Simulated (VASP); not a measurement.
# SiO3 (Pmmn) in VASP: a series of runs

SiO3 is run at these levels: PBE; tasks: single point.

All numbers are computed with VASP 6.6.1; they aren't measurements. Logs are shortened: lines on timing, memory, paths and dates and some standing lists are left out, and cuts for length are marked.

## Step 1: The cell of the first run

It takes space group Pmmn (No. 59, orthorhombic). Conventional cell: a = 3.790 Å, b = 4.714 Å, c = 3.988 Å, α = 90.00°, β = 90.00°, γ = 90.00°. Si (site symmetry mm2) has 12 O at 2.31 to 2.36 Å within 3.0 Å. O (site symmetry m) has 4 Si at 2.31 to 2.33 Å and 8 O at 2.31 to 2.36 Å within 3.0 Å. Within 3.0 Å of O (site symmetry mm2) lie 8 O at 2.31 to 2.33 Å and 4 Si at 2.33 to 2.36 Å.

## Step 2: Single point, PBE

INCAR

```
SYSTEM = SiO3
ALGO = Normal
EDIFF = 1E-6
ENCUT = 600
GGA = PE
GGA_COMPAT = .FALSE.
ISIF = 2
ISMEAR = 0
LASPH = .TRUE.
LCHARG = .TRUE.
LELF = .TRUE.
LREAL = .FALSE.
LVHAR = .TRUE.
LWAVE = .FALSE.
NBANDS = 32
NELM = 120
PREC = Accurate
SIGMA = 0.1
```

KPOINTS

```
k-points
0
G
  6 4 4
  0 0 0
```

POSCAR

```
SiO3
1.0
    3.7897892312      0.0000000000      0.0000000000
    0.0000000000      4.7141065769      0.0000000000
    0.0000000000      0.0000000000      3.9880460499
Si O
2 6
Direct
    0.0000000000      0.0000000000      0.6700000000
    0.5000000000      0.5000000000      0.3300000000
    0.0000000000      0.2500000000      0.1670000000
    0.0000000000      0.7500000000      0.1670000000
    0.5000000000      0.7500000000      0.8330000000
    0.5000000000      0.2500000000      0.8330000000
    0.5000000000      0.0000000000      0.3300000000
    0.0000000000      0.5000000000      0.6700000000
```

Potentials or basis: VASP PAW PBE potentials, release 64 (Si, O).

Command:

```sh
$ cat potpaw_PBE.64/Si/POTCAR potpaw_PBE.64/O/POTCAR > POTCAR
$ mpirun -np 1 vasp_std > vasp.out
```

OUTCAR:

```text
SYSTEM = SiO3
   EDIFF = 1E-6
   ENCUT = 600
   GGA = PE
   ISIF = 2
   ISMEAR = 0
   LASPH = .TRUE.
   LREAL = .FALSE.
   NELM = 120
   PREC = Accurate

 ion  position               nearest neighbor table
   1  0.000  0.000  0.670-   3 2.31   4 2.31   5 2.32   6 2.32   5 2.32   6 2.32   3 2.33   4 2.33
                             7 2.33   7 2.33   8 2.36   8 2.36
   2  0.500  0.500  0.330-   5 2.31   6 2.31   3 2.32   4 2.32   3 2.32   4 2.32   5 2.33   6 2.33
                             8 2.33   8 2.33   7 2.36   7 2.36
   3  0.000  0.250  0.167-   1 2.31   2 2.32   2 2.32   1 2.33
   4  0.000  0.750  0.167-   1 2.31   2 2.32   2 2.32   1 2.33
   5  0.500  0.750  0.833-   2 2.31   1 2.32   1 2.32   2 2.33
   6  0.500  0.250  0.833-   2 2.31   1 2.32   1 2.32   2 2.33
   7  0.500  0.000  0.330-   1 2.33   1 2.33   2 2.36   2 2.36
   8  0.000  0.500  0.670-   2 2.33   2 2.33   1 2.36   1 2.36

  LATTYP: Found a simple orthorhombic cell.
 ALAT       =     3.7897892312
 B/A-ratio  =     1.0523134155
 C/A-ratio  =     1.2438967682

  Lattice vectors:

 A1 = (  -3.7897892312,   0.0000000000,   0.0000000000)
 A2 = (   0.0000000000,   0.0000000000,   3.9880460499)
 A3 = (   0.0000000000,   4.7141065769,   0.0000000000)

Analysis of symmetry for initial positions (statically):
=====================================================================
 Subroutine PRICEL returns:
 Original cell was already a primitive cell.

 Routine SETGRP: Setting up the symmetry group for a
 simple orthorhombic supercell.

 Subroutine GETGRP returns: Found  8 space group operations
 (whereof  4 operations were pure point group operations)
 out of a pool of  8 trial point group operations.

The static configuration has the point symmetry C_2v.
 The point group associated with its full space group is D_2h.

Analysis of symmetry for dynamics (positions and initial velocities):
=====================================================================
 Subroutine PRICEL returns:
 Original cell was already a primitive cell.

 Routine SETGRP: Setting up the symmetry group for a
 simple orthorhombic supercell.

 Subroutine GETGRP returns: Found  8 space group operations
 (whereof  4 operations were pure point group operations)
 out of a pool of  8 trial point group operations.

The dynamic configuration has the point symmetry C_2v.
 The point group associated with its full space group is D_2h.

 Subroutine INISYM returns: Found  8 space group operations
 (whereof  4 operations are pure point group operations),
 and found     1 'primitive' translations
[... 107 lines left out ...]
   EDIFF  = 0.1E-05   stopping-criterion for ELM
   LREAL  =      F    real-space projection
   EDIFFG = 0.1E-04   stopping-criterion for IOM
   NSW    =      0    number of steps for IOM
   IBRION =     -1    ionic relax: 0-MD 1-quasi-New 2-CG
   NFREE  =      0    steps in history (QN), initial steepest desc. (CG)
   ISIF   =      2    stress and relaxation
   ISYM   =      2    0-nonsym 1-usesym 2-fastsym
   POTIM  = 0.5000    time-step for ionic-motion
   TEBEG  =    0.0;   TEEND  =   0.0 temperature during run
   PSTRESS=    0.0 pullay stress
   NELECT =      44.0000    total number of electrons
   NUPDOWN=      -1.0000    fix difference up-down
   EMIN   =  10.00;   EMAX   =-10.00  energy-range for DOS
   EFERMI =   0.00;   METHOD = LEGACY
   ISMEAR =     0;   SIGMA  =   0.10  broadening in eV -4-tet -1-fermi 0-gaus
   EFERMI_NEDOS =   21; number of points for ismear=-14 and -15
   IALGO  =     38    algorithm
   IMIX   =      4    mixing-type and parameters
     AMIX     =   0.40;   BMIX     =  1.00
     AMIX_MAG =   1.60;   BMIX_MAG =  1.00
  volume/ion in A,a.u.               =       8.91        60.10
  Fermi-wavevector in a.u.,A,eV,Ry     =   1.394122  2.634509 26.443967  1.943577
  Thomas-Fermi vector in A             =   2.517702
   LORBIT       =      0    0 simple, 1 ext, 2 COOP (PROOUT), +10 PAW based schemes
   GGA     = PE    functional components
   LHFCALC =     F    Hartree Fock is set to
   AEXX    =    0.0000 exact exchange contribution
   IVDW    =     0    specifies the selected vdW correction
   LEPSILON=     F    determine dielectric tensor
   LRPA    =     F    only Hartree local field effects (RPA)
 non-spin polarized calculation
 Gauss-broadening in eV      SIGMA  =   0.10
  energy-cutoff  :      600.00
  volume of cell :       71.25
 maximum number of plane-waves:      2400
   NGX = 15   NGY = 19   NGZ = 15

 number of electron      44.0000013 magnetization

 Free energy of the ion-electron system (eV)
  ---------------------------------------------------
  ext. energy  EPLUGINS =         0.00000000
  ---------------------------------------------------
  free energy    TOTEN  =       -35.78216754 eV

  energy without entropy =      -35.73893742  energy(sigma->0) =      -35.76055248

 E-fermi :   5.8101     XC(G=0): -11.9824

 val. band max:        5.8078959563   @ k =   0.1667   0.2500   0.5000
 cond. band min:       5.8115759958   @ k =   0.0000   0.2500   0.2500
 fundamental gap:      0.0036800395
 Fermi energy:         5.8101211662

 k-point     1 :       0.0000    0.0000    0.0000
  band No.  band energies     occupation
      1     -14.7030      2.00000
      2     -11.7974      2.00000
      3     -11.4055      2.00000
      4     -11.3436      2.00000
      5      -9.9925      2.00000
      6      -9.9702      2.00000
[... 829 lines left out ...]
     31      12.8570      0.00000
     32      12.8570      0.00000

 [... further k-points ...]
[... 5 lines left out ...]
  --------------------------------------------------------------------------------------
  -------------------------------------------------------------------------------------
  Total       -9.2725211     -5.4147475     -8.9479453      0.0000000      0.0000000      0.0000000
  in kB     -208.5133145   -121.7626739   -201.2145049      0.0000000      0.0000000      0.0000000
  external PRESSURE =    -177.1634978 kB  Pullay stress =       0.0000000 kB

 VOLUME and BASIS-vectors are now :
 -----------------------------------------------------------------------------
  energy-cutoff  :      600.00
  volume of cell :       71.25
      direct lattice vectors                 reciprocal lattice vectors
     3.789789231  0.000000000  0.000000000     0.263866917  0.000000000  0.000000000
     0.000000000  4.714106577  0.000000000     0.000000000  0.212129273  0.000000000
     0.000000000  0.000000000  3.988046050     0.000000000  0.000000000  0.250749361

 POSITION                                       TOTAL-FORCE (eV/Angst)
 -----------------------------------------------------------------------------------
      0.00000      0.00000      2.67199         0.000000      0.000000      0.651136
      1.89489      2.35705      1.31606         0.000000      0.000000     -0.651136
      0.00000      1.17853      0.66600         0.000000      0.347079      1.123207
      0.00000      3.53558      0.66600         0.000000     -0.347079      1.123207
      1.89489      3.53558      3.32204         0.000000      0.347079     -1.123207
      1.89489      1.17853      3.32204         0.000000     -0.347079     -1.123207
      1.89489      0.00000      1.31606         0.000000      0.000000      1.742339
      0.00000      2.35705      2.67199         0.000000      0.000000     -1.742339
 -----------------------------------------------------------------------------------
    total drift:                                0.000000      0.000000      0.000000

  FREE ENERGIE OF THE ION-ELECTRON SYSTEM (eV)
  ---------------------------------------------------
  free  energy   TOTEN  =       -35.7821675354 eV

  energy  without entropy=      -35.7389374249  energy(sigma->0) =      -35.76055248
```

Run time: 1.8 min. Hardware: 1 thread of Oxide Virtual Turin-like, shared host; peak memory 0.19 GiB.

Results:

- Free energy: -35.7822 eV
- Pressure: -17.7 GPa
- Largest force: 1.742 eV/Å
- Band gap on the k mesh: zero (bands 22 and 23 overlap by 0.48 eV)

Forces on the atoms (eV/Å):
```
Si   0.000  0.000  0.651
Si   0.000  0.000 -0.651
O    0.000  0.347  1.123
O    0.000 -0.347  1.123
O    0.000  0.347 -1.123
O    0.000 -0.347 -1.123
O    0.000  0.000  1.742
O    0.000  0.000 -1.742
```

Stress tensor (GPa, compression positive):
```
-20.85   0.00   0.00
  0.00 -12.18   0.00
  0.00   0.00 -20.12
```

Caveat: the k points lie up to 0.39 Å⁻¹ apart; forces of over 1 eV/Å act on the atoms, so gaps and moduli don't describe the material at rest.

## Step 3: Single point, PBE, collinear spin, ferromagnetic start

INCAR

```
ALGO = Normal ; EDIFF = 1E-6
ENCUT = 600 ; GGA = PE
GGA_COMPAT = F ; ISIF = 2
ISMEAR = 0 ; ISPIN = 2
LASPH = T ; LCHARG = F
LORBIT = 11 ; LREAL = F
LWAVE = F ; MAGMOM = 0 0 1 1 1 1 1 1
NBANDS = 36 ; NELM = 200
PREC = Accurate ; SIGMA = 0.1
```

KPOINTS

```
k-points
0
Gamma
  6 4 4
```

POSCAR is that of step 2.

Potentials or basis: VASP PAW PBE potentials, release 64 (Si, O).

Command:

```sh
$ cat potpaw_PBE.64/Si/POTCAR potpaw_PBE.64/O/POTCAR > POTCAR
$ mpirun -np 1 vasp_std > vasp.out
```

OUTCAR:

```text
EDIFF = 1E-6
   ENCUT = 600
   GGA = PE
   ISIF = 2
   ISMEAR = 0
   ISPIN = 2
   LASPH = T
   LORBIT = 11
   LREAL = F
   NELM = 200
   PREC = Accurate

 ion  position               nearest neighbor table
   1  0.000  0.000  0.670-   3 2.31   4 2.31   5 2.32   6 2.32   5 2.32   6 2.32   3 2.33   4 2.33
                             7 2.33   7 2.33   8 2.36   8 2.36
   2  0.500  0.500  0.330-   5 2.31   6 2.31   3 2.32   4 2.32   3 2.32   4 2.32   5 2.33   6 2.33
                             8 2.33   8 2.33   7 2.36   7 2.36
   3  0.000  0.250  0.167-   1 2.31   2 2.32   2 2.32   1 2.33
   4  0.000  0.750  0.167-   1 2.31   2 2.32   2 2.32   1 2.33
   5  0.500  0.750  0.833-   2 2.31   1 2.32   1 2.32   2 2.33
   6  0.500  0.250  0.833-   2 2.31   1 2.32   1 2.32   2 2.33
   7  0.500  0.000  0.330-   1 2.33   1 2.33   2 2.36   2 2.36
   8  0.000  0.500  0.670-   2 2.33   2 2.33   1 2.36   1 2.36
[... 2034 lines left out ...]
      1.89489      1.17853      3.32204         0.000000     -0.100537     -1.109633
      1.89489      0.00000      1.31606        -0.000000      0.000000      1.969117
      0.00000      2.35705      2.67199        -0.000000      0.000000     -1.969117
 -----------------------------------------------------------------------------------
    total drift:                                0.000000      0.000000      0.000000

  FREE ENERGIE OF THE ION-ELECTRON SYSTEM (eV)
  ---------------------------------------------------
  free  energy   TOTEN  =       -36.1101103709 eV

  energy  without entropy=      -36.0895259542  energy(sigma->0) =      -36.09981816

 total charge

# of ion       s       p       d       tot
------------------------------------------
    1        0.691   0.458   0.000   1.148
    2        0.691   0.458   0.000   1.148
    3        1.624   3.162   0.000   4.786
    4        1.624   3.162   0.000   4.786
    5        1.624   3.162   0.000   4.786
    6        1.624   3.162   0.000   4.786
    7        1.624   3.163   0.000   4.787
    8        1.624   3.163   0.000   4.787
--------------------------------------------------
tot         11.125  19.891   0.000  31.016

 magnetization (x)

# of ion       s       p       d       tot
------------------------------------------
    1       -0.039  -0.039   0.000  -0.078
    2       -0.039  -0.039   0.000  -0.078
    3        0.006   0.630   0.000   0.636
    4        0.006   0.630   0.000   0.636
    5        0.006   0.630   0.000   0.636
    6        0.006   0.630   0.000   0.636
    7        0.007   0.651   0.000   0.658
    8        0.007   0.651   0.000   0.658
--------------------------------------------------
tot         -0.040   3.743   0.000   3.703
```

stdout:

```text
POSCAR found type information on POSCAR SiO
 POSCAR found :  2 types and       8 ions
 scaLAPACK will be used
 LDA part: xc-table for (Slater+PW92), standard interpolation
 POSCAR, INCAR and KPOINTS ok, starting setup
 FFT: planning ... GRIDC
 FFT: planning ... GRID_SOFT
 FFT: planning ... GRID
 WAVECAR not read
 entering main loop
```

Wall time 4.5 min (1 thread of Oxide Virtual Turin-like, shared host); peak memory 0.27 GiB.

Results:

```
Free energy                                           : -36.1101 eV
Pressure                                              : -14.2 GPa
Largest force                                         : 1.969 eV/Å
Net moment                                            : 4.13 μB per cell
Site moments                                          : Si -0.08; O +0.64, +0.66 (each value once) μB
Valence electrons inside the program's atomic spheres : Si 1.15; O 4.79
```

Forces on the atoms (eV/Å):
```
Si   0.000  0.000  0.686
Si   0.000  0.000 -0.686
O    0.000  0.101  1.110
O    0.000 -0.101  1.110
O    0.000  0.101 -1.110
O    0.000 -0.101 -1.110
O    0.000  0.000  1.969
O    0.000  0.000 -1.969
```

Caveat: the k points lie up to 0.39 Å⁻¹ apart; forces of over 1 eV/Å act on the atoms, so gaps and moduli don't describe the material at rest.

[end of part 1 of 2]

The gap in the log of VASP goes by the Fermi energy; the results here count the filled bands.